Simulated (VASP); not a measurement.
# Rh (Fm-3m) in VASP: notebook, part 2 of 2

VASP 6.6.1. Earlier steps stand in the parts before.

**3. Single point, RPBE+D4**

This run uses another cell than the first one, of 13.39 Å³/atom.

The input, INCAR:

```
PREC = Accurate
ENCUT = 520
EDIFF = 1E-6
ISMEAR = -1
SIGMA = 0.05
LREAL = False
LASPH = True
NELM = 100
ALGO = Normal
ISIF = 2
LWAVE = False
LCHARG = False
GGA = RP
IVDW = 13
NBANDS = 14
```

The input, KPOINTS:

```
Automatic mesh
0
Gamma
  12 12 12
```

The input, POSCAR:

```
Rh
1.0
    0.0000000000      1.8846568879      1.8846568879
    1.8846568879      0.0000000000      1.8846568879
    1.8846568879      1.8846568879      0.0000000000
Rh
1
Direct
    0.0000000000      0.0000000000      0.0000000000
```

Potentials or basis: VASP PAW PBE potentials, release 64 (Rh_pv).

The run is started by

```bash
$ cat potpaw_PBE.64/Rh_pv/POTCAR > POTCAR
$ mpirun -np 1 vasp_std > vasp.out
```

Run time: 9.9 s. Hardware: 1 thread of Intel Xeon Platinum 8488C (Sapphire Rapids), shared host; peak memory 0.13 GiB.

It converged, with:

```yaml
Free_energy: -8.2492 eV
Pressure: 0.2 GPa
Band_gap_on_the_k_mesh: zero (an odd number of electrons rules out a gap without spin polarisation)
Dispersion_energy_per_atom: -1.678 eV
```

Levels at points of the mesh, in eV from the Fermi level:
```tsv
k point	band 4	band 5	band 6	band 7	band 8	band 9	band 10	band 11
(0.00, 0.00, 0.00)	-8.13	-3.22	-3.22	-3.22	-1.06	-1.06	15.98	20.46
(0.50, 0.00, 0.00)	-6.34	-3.31	-3.31	0.57	0.57	0.72	8.93	15.49
(0.50, 0.50, 0.00)	-6.58	-6.20	0.54	1.01	1.01	3.32	12.63	13.52
```

Caveat: the PAW data sets were made with another functional, which shifts forces and pressure a little.

**4. Single point, revPBE**

This run uses another cell than the first one, of 14.22 Å³/atom.

The input, INCAR:

```
PREC     = Accurate       # precision mode
ENCUT    = 520            # plane-wave cutoff, eV
EDIFF    = 1E-7           # SCF threshold, eV
ISMEAR   = -1             # smearing method
SIGMA    = 0.05           # smearing width, eV
LREAL    = F              # projectors in reciprocal space
LASPH    = T              # aspherical terms in the spheres
NELM     = 100            # most SCF steps
ALGO     = Normal         # electronic algorithm
ISIF     = 2              # what is computed and relaxed
LWAVE    = F              # write WAVECAR
LCHARG   = F              # write CHGCAR
GGA      = RE             # functional
NBANDS   = 14             # bands
```

The input, KPOINTS:

```
regular mesh
0
Gamma
  12 12 12
```

The input, POSCAR:

```
Rh
1.0
    0.0000000000      1.9227656242      1.9227656242
    1.9227656242      0.0000000000      1.9227656242
    1.9227656242      1.9227656242      0.0000000000
Rh
1
Direct
    0.0000000000      0.0000000000      0.0000000000
```

Potentials or basis: VASP PAW PBE potentials, release 64 (Rh_pv).

The run is started by

```bash
$ cat potpaw_PBE.64/Rh_pv/POTCAR > POTCAR
$ mpirun -np 1 vasp_std > vasp.out
```

OUTCAR:

```text
PREC = Accurate
   ENCUT = 520
   EDIFF = 1E-7
   ISMEAR = -1
   LREAL = F
   LASPH = T
   NELM = 100
   ISIF = 2
   GGA = RE

 ion  position               nearest neighbor table
   1  0.000  0.000  0.000-

  LATTYP: Found a face centered cubic cell.
 ALAT       =     3.8455312484

  Lattice vectors:

 A1 = (   0.0000000000,   1.9227656242,   1.9227656242)
 A2 = (   1.9227656242,   0.0000000000,   1.9227656242)
 A3 = (   1.9227656242,   1.9227656242,   0.0000000000)

[... 584 lines left out ...]
     14      31.9990      0.00000

 [... further k-points ...]

------------------------ aborting loop because EDIFF is reached ----------------------------------------

  FORCE on cell =-STRESS in cart. coord.  units (eV):
  Direction    XX          YY          ZZ          XY          YZ          ZX
  --------------------------------------------------------------------------------------
  -------------------------------------------------------------------------------------
  Total        0.0170189      0.0170189      0.0170189      0.0000000      0.0000000      0.0000000
  in kB        1.9179290      1.9179290      1.9179290      0.0000000      0.0000000      0.0000000
  external PRESSURE =       1.9179290 kB  Pullay stress =       0.0000000 kB

 VOLUME and BASIS-vectors are now :
 -----------------------------------------------------------------------------
  energy-cutoff  :      520.00
  volume of cell :       14.22
      direct lattice vectors                 reciprocal lattice vectors
     0.000000000  1.922765624  1.922765624    -0.260042094  0.260042094  0.260042094
     1.922765624  0.000000000  1.922765624     0.260042094 -0.260042094  0.260042094
     1.922765624  1.922765624  0.000000000     0.260042094  0.260042094 -0.260042094

 POSITION                                       TOTAL-FORCE (eV/Angst)
 -----------------------------------------------------------------------------------
      0.00000      0.00000      0.00000         0.000000      0.000000     -0.000000
 -----------------------------------------------------------------------------------
    total drift:                                0.000000      0.000000      0.000000

  FREE ENERGIE OF THE ION-ELECTRON SYSTEM (eV)
  ---------------------------------------------------
  free  energy   TOTEN  =        -6.7566931595 eV

  energy  without entropy=       -6.7474791606  energy(sigma->0) =       -6.75208616
```

stdout:

```text
POSCAR found type information on POSCAR Rh
 POSCAR found :  1 types and       1 ions
 scaLAPACK will be used
 -----------------------------------------------------------------------------
|                                                                             |
|                                                                             |
|     You enforced a specific xc type in the INCAR file but a different       |
|     I HOPE YOU KNOW WHAT YOU ARE DOING!                                     |
|                                                                             |
 -----------------------------------------------------------------------------

 LDA part: xc-table for (Slater+PW92), standard interpolation
 POSCAR, INCAR and KPOINTS ok, starting setup
 FFT: planning ... GRIDC
 FFT: planning ... GRID_SOFT
 FFT: planning ... GRID
 WAVECAR not read
 entering main loop
```

Run time: 9.8 s. Hardware: 1 thread of Intel Xeon Platinum 8488C (Sapphire Rapids), shared host; peak memory 0.13 GiB.

What came out:

```yaml
Free_energy: -6.7567 eV
Pressure: 0.2 GPa
Band_gap_on_the_k_mesh: zero (an odd number of electrons rules out a gap without spin polarisation)
```

Caveat: the PAW data sets were made with another functional, which shifts forces and pressure a little.

**5. Single point, RPBE**

This run uses another cell than the first one, of 14.29 Å³/atom.

The input, INCAR:

```
SYSTEM = Rh
PREC = Accurate ; ENCUT = 520
EDIFF = 1E-6 ; ISMEAR = -1
SIGMA = 0.05 ; LREAL = .False.
LASPH = .True. ; NELM = 60
ALGO = Normal ; ISIF = 2
LWAVE = .False. ; LCHARG = .False.
GGA = RP ; NBANDS = 14
```

The input, KPOINTS:

```
Automatic mesh
0
Gamma
  12 12 12
  0 0 0
```

The input, POSCAR:

```
Rh
1.0
    0.0000000000      1.9261415777      1.9261415777
    1.9261415777      0.0000000000      1.9261415777
    1.9261415777      1.9261415777      0.0000000000
Rh
1
Direct
    0.0000000000      0.0000000000      0.0000000000
```

The run is started by

```bash
$ cat potpaw_PBE.64/Rh_pv/POTCAR > POTCAR
$ mpirun -np 1 vasp_std > vasp.out
```

Wall time 9.4 s (1 thread of Intel Xeon Platinum 8488C (Sapphire Rapids), shared host); peak memory 0.13 GiB.

It converged, with:

```
Free energy            : -6.6224 eV
Pressure               : 0.2 GPa
Band gap on the k mesh : zero (an odd number of electrons rules out a gap without spin polarisation)
```

Levels at points of the mesh, in eV from the Fermi level:
| k point | band 3 | band 4 | band 5 | band 6 | band 7 | band 8 | band 9 | band 10 | band 11 | band 12 |
| --- | --- | --- | --- | --- | --- | --- | --- | --- | --- | --- |
| (0.00, 0.00, 0.00) | -46.34 | -7.64 | -2.90 | -2.90 | -2.90 | -0.95 | -0.95 | 16.03 | 20.67 | 21.29 |
| (0.50, 0.00, 0.00) | -46.43 | -5.79 | -2.97 | -2.97 | 0.51 | 0.51 | 0.80 | 8.27 | 15.51 | 20.68 |
| (0.50, 0.50, 0.00) | -46.57 | -5.96 | -5.60 | 0.48 | 0.90 | 0.90 | 3.25 | 11.81 | 13.14 | 13.14 |

Caveat: the PAW data sets were made with another functional, which shifts forces and pressure a little.

**6. Relaxation of cell and atoms, revPBE**

The input, INCAR:

```
PREC = Accurate ; ENCUT = 600
EDIFF = 1E-6 ; ISMEAR = -1
SIGMA = 0.05 ; LREAL = False
LASPH = True ; NELM = 80
ALGO = Normal ; ISIF = 3
LWAVE = False ; LCHARG = False
GGA = RE ; IBRION = 2
NSW = 80 ; EDIFFG = -0.005
```

The input, KPOINTS:

```
regular mesh
0
Gamma
  12 12 12
```

The input, POSCAR:

```
Rh
1.0
    0.0000000000      1.8978500000      1.8978500000
    1.8978500000      0.0000000000      1.8978500000
    1.8978500000      1.8978500000      0.0000000000
Rh
1
Direct
    0.0000000000      0.0000000000      0.0000000000
```

Potentials or basis: VASP PAW PBE potentials, release 64 (Rh_pv).

The run is started by

```bash
$ cat potpaw_PBE.64/Rh_pv/POTCAR > POTCAR
$ mpirun -np 1 vasp_std > vasp.out
```

It took 20 s on 1 thread of Intel Xeon Platinum 8488C (Sapphire Rapids), shared host; peak memory 0.15 GiB.

The run converged. Its results:

```yaml
Free_energy: -6.7562 eV
Relaxed_volume: 14.22 Å³/atom
Relaxed_cell: a = 2.719 Å, b = 2.719 Å, c = 2.719 Å, α = 60.00°, β = 60.00°, γ = 60.00°
Space_group_after_relaxing_to_0.1_Å: Fm-3m (No. 225)
Energy_gained_by_relaxing: 17.4 meV/atom
Ionic_steps: 4
Pressure_after_relaxing: 0.0 GPa
Band_gap_on_the_k_mesh: zero (an odd number of electrons rules out a gap without spin polarisation)
```

The path:
```csv
step,energy change (eV),largest force (eV/Å),pressure (GPa),volume (Å³)
1,0.0000,0.0000,10.77,13.67
2,0.0637,0.0000,-17.37,15.57
3,-0.0174,0.0000,-0.31,14.24
4,-0.0174,0.0000,-0.02,14.22
```

Final structure:
```xyz
1
Lattice="0.0000 1.9229 1.9229 1.9229 0.0000 1.9229 1.9229 1.9229 0.0000" Properties=species:S:1:pos:R:3 pbc="T T T"
Rh    0.0000    0.0000    0.0000
```

Levels at points of the mesh, in eV from the Fermi level:
| k point | band 5 | band 6 | band 7 | band 8 | band 9 | band 10 |
| --- | --- | --- | --- | --- | --- | --- |
| (0.00, 0.00, 0.00) | -2.93 | -2.93 | -2.93 | -0.96 | -0.96 | 16.02 |
| (0.50, 0.00, 0.00) | -3.00 | -3.00 | 0.51 | 0.51 | 0.79 | 8.31 |
| (0.50, 0.50, 0.00) | -5.65 | 0.48 | 0.91 | 0.91 | 3.25 | 11.86 |

Caveat: the PAW data sets were made with another functional, which shifts forces and pressure a little.

**7. The runs side by side**

| task | level | cell | cutoff (eV) | smearing | gap on the mesh (eV) | pressure (GPa) |
| --- | --- | --- | --- | --- | --- | --- |
| single point | PBE | a = 2.684 Å, angles 60.0°, 1 atom | 520 | gaussian 0.021 eV | none | 7.3 |
| single point | RPBE+D4 | a = 2.665 Å, angles 60.0°, 1 atom | 520 | fermi-dirac 0.05 eV | none | 0.2 |
| single point | revPBE | a = 2.719 Å, angles 60.0°, 1 atom | 520 | fermi-dirac 0.05 eV | none | 0.2 |
| single point | RPBE | a = 2.724 Å, angles 60.0°, 1 atom | 520 | fermi-dirac 0.05 eV | none | 0.2 |
| relaxation of cell and atoms | revPBE | relaxed from a = 2.684 Å, angles 60.0°, 1 atom | 600 | fermi-dirac 0.05 eV | none | 0.0 |

Alike in all rows: potentials or basis VASP PAW PBE potentials, release 64 (Rh_pv); no spin polarisation; k mesh 12 × 12 × 12.

Caveats: the PAW data sets were made with another functional, which shifts forces and pressure a little (at least some runs); the cell stands under pressure (at least some runs).

Total energies depend on the potentials used, so only differences within one code and one set of settings carry meaning.
